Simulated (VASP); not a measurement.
# Ag in VASP: a series of runs

Aim: see how the results for Ag move with the level of theory and the settings. Levels: PBEsol, PBE. Tasks: single point.

All numbers are computed with VASP 6.6.1; they aren't measurements. Logs are shortened: lines on timing, memory, paths and dates and some standing lists are left out, and cuts for length are marked.

### Step 1. The cell of the first run

The cell holds a slab with vacuum, 7 atoms: a = 2.869 Å, b = 2.869 Å, c = 29.039 Å, α = 90.00°, β = 90.00°, γ = 120.00°.

### Step 2. Single point, PBEsol

File INCAR:

```
  ALGO = Normal
  DIPOL = 0.5 0.5 0.500
  EDIFF = 1E-7
  ENCUT = 520
  GGA = PS
  IDIPOL = 3
  ISIF = 2
  ISMEAR = 0
  LASPH = T
  LCHARG = F
  LDIPOL = T
  LREAL = F
  LWAVE = F
  NBANDS = 48
  NELM = 100
  PREC = Accurate
  SIGMA = 0.1
```

File KPOINTS:

```
k-points
0
Gamma
  12 12 1
```

File POSCAR:

```
Ag
1.0
    2.8687411796      0.0000000000      0.0000000000
   -1.4343705898      2.4844027385      0.0000000000
    0.0000000000      0.0000000000     29.0393450970
Ag
7
Direct
    0.0000000000      0.0000000000      0.2589633479
    0.6666666667      0.3333333333      0.3392194253
    0.3333333333      0.6666666667      0.4193124551
    0.6666666667      0.3333333333      0.5000125164
    0.3333333333      0.6666666667      0.5805251518
    0.0000000000      0.0000000000      0.6605765366
    0.3333333333      0.6666666667      0.7409961008
```

Potentials or basis: VASP PAW PBE potentials, release 64 (Ag).

Launch:

```
> cat potpaw_PBE.64/Ag/POTCAR > POTCAR
> mpirun -np 1 vasp_std > vasp.out
```

OUTCAR:

```text
EDIFF = 1E-7
   ENCUT = 520
   GGA = PS
   ISIF = 2
   ISMEAR = 0
   LASPH = T
   LREAL = F
   NELM = 100
   PREC = Accurate

 ion  position               nearest neighbor table
   1  0.000  0.000  0.259-   2 2.86   2 2.86   2 2.86
   2  0.667  0.333  0.339-   3 2.86   3 2.86   3 2.86   1 2.86   1 2.86   1 2.86
   3  0.333  0.667  0.419-   2 2.86   2 2.86   2 2.86   4 2.87   4 2.87   4 2.87
   4  0.667  0.333  0.500-   5 2.87   5 2.87   5 2.87   3 2.87   3 2.87   3 2.87
   5  0.333  0.667  0.581-   6 2.85   6 2.85   6 2.85   4 2.87   4 2.87   4 2.87
   6  0.000  0.000  0.661-   5 2.85   5 2.85   5 2.85   7 2.86   7 2.86   7 2.86
   7  0.333  0.667  0.741-   6 2.86   6 2.86   6 2.86

  LATTYP: Found a hexagonal cell.
 ALAT       =     2.8687411796
 C/A-ratio  =    10.1226786521

  Lattice vectors:

 A1 = (   2.8687411796,   0.0000000000,   0.0000000000)
 A2 = (  -1.4343705898,   2.4844027385,   0.0000000000)
 A3 = (   0.0000000000,   0.0000000000,  29.0393450970)

Analysis of symmetry for initial positions (statically):
=====================================================================
 Subroutine PRICEL returns:
 Original cell was already a primitive cell.

 Routine SETGRP: Setting up the symmetry group for a
 hexagonal supercell.

 Subroutine GETGRP returns: Found  6 space group operations
 (whereof  6 operations were pure point group operations)
 out of a pool of 24 trial point group operations.

The static configuration has the point symmetry C_3v.

Analysis of symmetry for dynamics (positions and initial velocities):
=====================================================================
 Subroutine PRICEL returns:
 Original cell was already a primitive cell.

 Routine SETGRP: Setting up the symmetry group for a
 hexagonal supercell.

 Subroutine GETGRP returns: Found  6 space group operations
 (whereof  6 operations were pure point group operations)
 out of a pool of 24 trial point group operations.

The dynamic configuration has the point symmetry C_3v.

 Subroutine INISYM returns: Found  6 space group operations
 (whereof  6 operations are pure point group operations),
 and found     1 'primitive' translations

----------------------------------------------------------------------------------------

                                     Primitive cell

  volume of cell :     206.9666
[... 102 lines left out ...]
   TEBEG  =    0.0;   TEEND  =   0.0 temperature during run
   PSTRESS=    0.0 pullay stress
   NELECT =      77.0000    total number of electrons
   NUPDOWN=      -1.0000    fix difference up-down
   EMIN   =  10.00;   EMAX   =-10.00  energy-range for DOS
   EFERMI =   0.00;   METHOD = LEGACY
   ISMEAR =     0;   SIGMA  =   0.10  broadening in eV -4-tet -1-fermi 0-gaus
   EFERMI_NEDOS =   21; number of points for ismear=-14 and -15
   IALGO  =     38    algorithm
   IMIX   =      4    mixing-type and parameters
     AMIX     =   0.40;   BMIX     =  1.00
     AMIX_MAG =   1.60;   BMIX_MAG =  1.00
  volume/ion in A,a.u.               =      29.57       199.53
  Fermi-wavevector in a.u.,A,eV,Ry     =   1.177439  2.225037 18.862602  1.386362
  Thomas-Fermi vector in A             =   2.313785
   LORBIT       =      0    0 simple, 1 ext, 2 COOP (PROOUT), +10 PAW based schemes
   GGA     = PS    functional components
   LHFCALC =     F    Hartree Fock is set to
   AEXX    =    0.0000 exact exchange contribution
   IVDW    =     0    specifies the selected vdW correction
   LEPSILON=     F    determine dielectric tensor
   LRPA    =     F    only Hartree local field effects (RPA)
 non-spin polarized calculation
 Gauss-broadening in eV      SIGMA  =   0.10
  energy-cutoff  :      520.00
  volume of cell :      206.97
 maximum number of plane-waves:      5627
 NGX is ok and might be reduce to    24
   NGX = 11   NGY = 11   NGZ =107

 dipolmoment           0.000000      0.000000     -0.000013 electrons x Angstroem

 number of electron      76.9999979 magnetization

 dipolmoment           0.000000      0.000000      0.000052 electrons x Angstroem

 Free energy of the ion-electron system (eV)
  ---------------------------------------------------
  ext. energy  EPLUGINS =         0.00000000
  ---------------------------------------------------
  free energy    TOTEN  =       -22.23620824 eV

  energy without entropy =      -22.21870272  energy(sigma->0) =      -22.22745548

 E-fermi :   2.7653     XC(G=0):  -7.6299

 val. band max:        2.7323950210   @ k =   0.0833  -0.0000   0.0000
 cond. band min:       2.8000063850   @ k =   0.4167  -0.0000   0.0000
 fundamental gap:      0.0676113640
 Fermi energy:         2.7652966258

 k-point     1 :       0.0000    0.0000    0.0000
  band No.  band energies     occupation
      1      -4.9996      2.00000
      2      -4.6154      2.00000
      3      -4.0437      2.00000
      4      -3.6365      2.00000
      5      -3.6189      2.00000
      6      -3.4584      2.00000
[... 958 lines left out ...]
     47       8.6395      0.00000
     48       8.9809      0.00000

------------------------ aborting loop because EDIFF is reached ----------------------------------------

 vacuum level on the upper side and lower side of the slab       (xc-potential included)        -0.084        -0.117

  FORCE on cell =-STRESS in cart. coord.  units (eV):
  Direction    XX          YY          ZZ          XY          YZ          ZX
  --------------------------------------------------------------------------------------
  -------------------------------------------------------------------------------------
  Total       -1.0273181     -1.0273181     -0.1456141      0.0000000      0.0000000      0.0000000
  in kB       -7.9527135     -7.9527135     -1.1272337      0.0000000      0.0000000      0.0000000
  external PRESSURE =      -5.6775536 kB  Pullay stress =       0.0000000 kB

 VOLUME and BASIS-vectors are now :
 -----------------------------------------------------------------------------
  energy-cutoff  :      520.00
  volume of cell :      206.97
      direct lattice vectors                 reciprocal lattice vectors
     2.868741180  0.000000000  0.000000000     0.348584950  0.201255615  0.000000000
    -1.434370590  2.484402739  0.000000000     0.000000000  0.402511229  0.000000000
     0.000000000  0.000000000 29.039345097     0.000000000  0.000000000  0.034436038

 POSITION                                       TOTAL-FORCE (eV/Angst)
 -----------------------------------------------------------------------------------
      0.00000      0.00000      7.52013         0.000000      0.000000      0.005439
      1.43437      0.82813      9.85071        -0.000000      0.000000      0.000890
     -0.00000      1.65627     12.17656         0.000000     -0.000000     -0.000533
      1.43437      0.82813     14.52004         0.000000     -0.000000     -0.000332
     -0.00000      1.65627     16.85807         0.000000     -0.000000      0.000725
      0.00000      0.00000     19.18271         0.000000     -0.000000     -0.000095
     -0.00000      1.65627     21.51804        -0.000000     -0.000000     -0.006094
 -----------------------------------------------------------------------------------
    total drift:                                0.000000     -0.000000      0.000214

  FREE ENERGIE OF THE ION-ELECTRON SYSTEM (eV)
  ---------------------------------------------------
  free  energy   TOTEN  =       -22.2362082397 eV

  energy  without entropy=      -22.2187027190  energy(sigma->0) =      -22.22745548

 vacuum level on the upper side and lower side of the slab         7.362         7.320
```

OSZICAR:

```text
N       E                     dE             d eps       ncg     rms          rms(c)
DAV:   1     0.510394593976E+03    0.51039E+03   -0.38080E+04  1832   0.147E+03
DAV:   2    -0.114740558751E+02   -0.52187E+03   -0.49585E+03  1920   0.332E+02
DAV:   3    -0.244024898639E+02   -0.12928E+02   -0.12747E+02  2088   0.562E+01
[... 29 lines left out ...]
DAV:  33    -0.222362064244E+02   -0.11559E-05   -0.72168E-07  1952   0.689E-03    0.565E-03
DAV:  34    -0.222362068886E+02   -0.46415E-06   -0.57180E-08  1152   0.221E-03    0.437E-03
DAV:  35    -0.222362077694E+02   -0.88085E-06   -0.30668E-08  1104   0.108E-03    0.298E-03
DAV:  36    -0.222362081912E+02   -0.42176E-06   -0.74648E-08  1120   0.296E-03    0.172E-03
DAV:  37    -0.222362082397E+02   -0.48461E-07   -0.10491E-08  1128   0.956E-04
   1 F= -.22236208E+02 E0= -.22227455E+02  d E =-.175055E-01
```

stdout:

```text
POSCAR found type information on POSCAR Ag
 POSCAR found :  1 types and       7 ions
 scaLAPACK will be used
 -----------------------------------------------------------------------------
|                                                                             |
|                                                                             |
|     You enforced a specific xc type in the INCAR file but a different       |
|     I HOPE YOU KNOW WHAT YOU ARE DOING!                                     |
|                                                                             |
 -----------------------------------------------------------------------------

 LDA part: xc-table for (Slater+PW92), standard interpolation
 POSCAR, INCAR and KPOINTS ok, starting setup
 FFT: planning ... GRIDC
 FFT: planning ... GRID_SOFT
 FFT: planning ... GRID
 WAVECAR not read
 entering main loop
```

It took 9.8 min on 1 thread of Intel Xeon 8259CL, shared host; peak memory 0.42 GiB.

What came out:

```
Free energy            : -22.2362 eV
Largest force          : 0.006 eV/Å
Band gap on the k mesh : zero (an odd number of electrons rules out a gap without spin polarisation)
```

Forces on the atoms (eV/Å):
```
Ag   0.000  0.000  0.005
Ag   0.000  0.000  0.001
Ag   0.000  0.000 -0.001
Ag   0.000  0.000  0.000
Ag   0.000  0.000  0.001
Ag   0.000  0.000  0.000
Ag   0.000  0.000 -0.006
```

Caveat: the PAW data sets were made with another functional, which shifts forces and pressure a little.

### Step 3. Single point, PBEsol

File INCAR:

```
SYSTEM = Ag
PREC     = Accurate       ! precision mode
ENCUT    = 520            ! plane-wave cutoff, eV
EDIFF    = 1E-6           ! SCF threshold, eV
ISMEAR   = 0              ! smearing method
SIGMA    = 0.1            ! smearing width, eV
LREAL    = .False.        ! projectors in reciprocal space
LASPH    = .True.         ! aspherical terms in the spheres
NELM     = 100            ! most SCF steps
ALGO     = Normal         ! electronic algorithm
ISIF     = 2              ! what is computed and relaxed
LWAVE    = .False.        ! write WAVECAR
LCHARG   = .True.         ! write CHGCAR
LDIPOL   = .True.       
IDIPOL   = 3            
DIPOL    = 0.5 0.5 0.500
GGA      = PS             ! functional
LELF     = .True.         ! ELF
LVHAR    = .True.       
LVACPOTAV= .True.       
EFIELD   = -0.1         
NBANDS   = 48             ! bands
```

File KPOINTS:

```
Automatic mesh
0
Gamma
  12 12 1
  0 0 0
```

File POSCAR:

```
Ag
1.0
    2.8687411796      0.0000000000      0.0000000000
   -1.4343705898      2.4844027385      0.0000000000
    0.0000000000      0.0000000000     29.0393450970
Ag
7
Direct
    0.0000000000      0.0000000000      0.2582702873
    0.6666666667      0.3333333333      0.3387811138
    0.3333333333      0.6666666667      0.4192919404
    0.6666666667      0.3333333333      0.5000000000
    0.3333333333      0.6666666667      0.5805108265
    0.0000000000      0.0000000000      0.6610216531
    0.3333333333      0.6666666667      0.7417297127
```

Potentials or basis: VASP PAW PBE potentials, release 64 (Ag).

Launch:

```
> cat potpaw_PBE.64/Ag/POTCAR > POTCAR
> mpirun -np 1 vasp_std > vasp.out
```

OUTCAR:

```text
SYSTEM = Ag
   PREC = Accurate
   ENCUT = 520
   EDIFF = 1E-6
   ISMEAR = 0
   LREAL = .False.
   LASPH = .True.
   NELM = 100
   ISIF = 2
   GGA = PS

 ion  position               nearest neighbor table
   1  0.000  0.000  0.258-   2 2.87   2 2.87   2 2.87
   2  0.667  0.333  0.339-   1 2.87   1 2.87   1 2.87   3 2.87   3 2.87   3 2.87
   3  0.333  0.667  0.419-   2 2.87   2 2.87   2 2.87   4 2.87   4 2.87   4 2.87
   4  0.667  0.333  0.500-   5 2.87   5 2.87   5 2.87   3 2.87   3 2.87   3 2.87
   5  0.333  0.667  0.581-   4 2.87   4 2.87   4 2.87   6 2.87   6 2.87   6 2.87
   6  0.000  0.000  0.661-   5 2.87   5 2.87   5 2.87   7 2.87   7 2.87   7 2.87
   7  0.333  0.667  0.742-   6 2.87   6 2.87   6 2.87
[... 1177 lines left out ...]
  Total       -1.2209713     -1.2209713     -0.4640207      0.0000000      0.0000000     -0.0000000
  in kB       -9.4518288     -9.4518288     -3.5920944      0.0000000      0.0000000     -0.0000000
  external PRESSURE =      -7.4985840 kB  Pullay stress =       0.0000000 kB

 VOLUME and BASIS-vectors are now :
 -----------------------------------------------------------------------------
  energy-cutoff  :      520.00
  volume of cell :      206.97
      direct lattice vectors                 reciprocal lattice vectors
     2.868741180  0.000000000  0.000000000     0.348584950  0.201255615  0.000000000
    -1.434370590  2.484402739  0.000000000     0.000000000  0.402511229  0.000000000
     0.000000000  0.000000000 29.039345097     0.000000000  0.000000000  0.034436038

 POSITION                                       TOTAL-FORCE (eV/Angst)
 -----------------------------------------------------------------------------------
      0.00000      0.00000      7.50000         0.000000     -0.000000      0.023540
      1.43437      0.82813      9.83798         0.000000      0.000000      0.020892
     -0.00000      1.65627     12.17596         0.000000     -0.000000     -0.036770
      1.43437      0.82813     14.51967        -0.000000      0.000000     -0.001556
     -0.00000      1.65627     16.85765        -0.000000     -0.000000      0.044036
      0.00000      0.00000     19.19564         0.000000     -0.000000     -0.017803
     -0.00000      1.65627     21.53935        -0.000000      0.000000     -0.032339
 -----------------------------------------------------------------------------------
    total drift:                                0.000000     -0.000000      0.000214

  FREE ENERGIE OF THE ION-ELECTRON SYSTEM (eV)
  ---------------------------------------------------
  free  energy   TOTEN  =       -22.2387106898 eV

  energy  without entropy=      -22.2217282472  energy(sigma->0) =      -22.23021947
```

stdout:

```text
POSCAR found type information on POSCAR Ag
 POSCAR found :  1 types and       7 ions
 scaLAPACK will be used
 -----------------------------------------------------------------------------
|                                                                             |
[... 39 lines left out ...]
|     field-free region was found. Please increase the size of  your cell     |
|     in the dimension of the dipole correction to obtain accurate            |
|     workfunction values.                                                    |
|                                                                             |
 -----------------------------------------------------------------------------
```

Wall time 14 min (1 thread of Intel Xeon 8259CL, shared host); peak memory 0.43 GiB.

What came out:

```yaml
Free_energy: -22.2387 eV
Largest_force: 0.044 eV/Å
Band_gap_on_the_k_mesh: zero (an odd number of electrons rules out a gap without spin polarisation)
```

Forces in eV/Å, atoms in the order of the input:
```
Ag   0.000  0.000  0.024
Ag   0.000  0.000  0.021
Ag   0.000  0.000 -0.037
Ag   0.000  0.000 -0.002
Ag   0.000  0.000  0.044
Ag   0.000  0.000 -0.018
Ag   0.000  0.000 -0.032
```

Levels at points of the mesh, in eV from the Fermi level:
```csv
k point,band 35,band 36,band 37,band 38,band 39,band 40,band 41,band 42,band 43,band 44
"(0.00, 0.00, 0.00)",-3.14,-3.14,-2.98,-2.98,-2.92,-2.92,-1.98,-0.39,0.08,4.10
"(0.50, 0.00, 0.00)",-2.59,0.05,0.23,0.72,1.05,1.43,1.60,1.67,4.37,4.60
```

Caveat: the PAW data sets were made with another functional, which shifts forces and pressure a little.

### Step 4. Single point, PBE

File INCAR:

```
  ALGO = Normal
  DIPOL = 0.5 0.5 0.500
  EDIFF = 1E-6
  ENCUT = 520
  GGA = PE
  IDIPOL = 3
  ISIF = 2
  ISMEAR = 0
  LASPH = True
  LCHARG = False
  LDIPOL = True
  LREAL = False
  LWAVE = False
  NBANDS = 48
  NELM = 80
  PREC = Accurate
  SIGMA = 0.1
```

File KPOINTS:

```
k-points
0
Gamma
  12 12 1
```

POSCAR is that of step 3.

Launch:

```
> cat potpaw_PBE.64/Ag/POTCAR > POTCAR
> mpirun -np 1 vasp_std > vasp.out
```

It took 6.6 min on 1 thread of Intel Xeon 8259CL, shared host; peak memory 0.42 GiB.

Results (log left out):

```yaml
Free_energy: -18.2001 eV
Largest_force: 0.317 eV/Å
Band_gap_on_the_k_mesh: zero (an odd number of electrons rules out a gap without spin polarisation)
```

Forces in eV/Å, atoms in the order of the input:
```
Ag   0.000  0.000 -0.317
Ag   0.000  0.000  0.019
Ag   0.000  0.000 -0.033
Ag   0.000  0.000 -0.005
Ag   0.000  0.000  0.043
Ag   0.000  0.000 -0.015
Ag   0.000  0.000  0.309
```

Levels at points of the mesh, in eV from the Fermi level:
| k point | band 35 | band 36 | band 37 | band 38 | band 39 | band 40 | band 41 | band 42 | band 43 | band 44 |
| --- | --- | --- | --- | --- | --- | --- | --- | --- | --- | --- |
| (0.00, 0.00, 0.00) | -3.21 | -3.21 | -3.06 | -3.06 | -3.00 | -3.00 | -1.97 | -0.40 | 0.08 | 4.00 |
| (0.50, 0.00, 0.00) | -2.67 | 0.06 | 0.25 | 0.73 | 1.07 | 1.44 | 1.62 | 1.68 | 4.37 | 4.59 |

### Step 5. Summary

| level | cell | electric field (eV/Å) | gap on the mesh (eV) | largest force (eV/Å) |
| --- | --- | --- | --- | --- |
| PBEsol | as given, atomic positions A | - | none | 0.01 |
| PBEsol | as given, atomic positions B | -0.1 eV/Å | none | 0.04 |
| PBE | as given, atomic positions B | - | none | 0.32 |

Alike in all rows: task single point; potentials or basis VASP PAW PBE potentials, release 64 (Ag); no spin polarisation; k mesh 12 × 12 × 1; cutoff (eV) 520; smearing gaussian 0.1 eV.

Caveats: the PAW data sets were made with another functional, which shifts forces and pressure a little (at least some runs).

Absolute energies hang on the potentials; compare differences alone.

The gap in the log of VASP goes by the Fermi energy; the results here count the filled bands.